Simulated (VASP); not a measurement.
KTaO3: single point with LDA

Crystal: KTaO3.

```
Ta K O
1.0
     3.93440    0.00000    0.00000
     0.00000    3.93440    0.00000
     0.00000    0.00000    3.93440
Ta K O
1 1 3
Direct
  0.00000 0.00000 0.00000
  0.50000 0.50000 0.50000
  0.00000 0.00000 0.50000
  0.00000 0.50000 0.00000
  0.50000 0.00000 0.00000
```

| Property | Result |
| --- | --- |
| Program | VASP 6.6.1 |
| Task | single point |
| Functional | LDA |
| Potentials or basis | VASP PAW LDA potentials, release 64 (Ta_sv_GW, K_sv, O) |
| Cutoff | 700 eV |
| k mesh | 7 × 7 × 7 |
| Occupations | fermi-dirac, width 0.05 eV |
| Spin | no spin polarisation |
| Dipole correction | no |
| Further INCAR settings | ALGO = Normal; EDIFF = 1e-06; NBANDS = 28 |

```yaml
Pressure: 3.9 GPa
Band_gap_on_the_k_mesh: 2.20 eV (least direct gap 2.73 eV)
```

Levels at points of the mesh, in eV from the valence-band top:
```
           k point  band 18  band 19  band 20  band 21  band 22  band 23
(0.00, 0.00, 0.00)    -0.53    -0.53    -0.53     2.20     2.20     2.20
```

Wall time 37 s on 1 thread of AMD EPYC 9R45 96-Core Processor (Zen 5), on a shared host, peak memory 0.18 GiB.

Caveat: the cell stands under pressure; spin-orbit coupling is left out, which moves the levels of the heavy elements; an odd mesh through Γ misses points on the zone boundary, where band edges can lie.
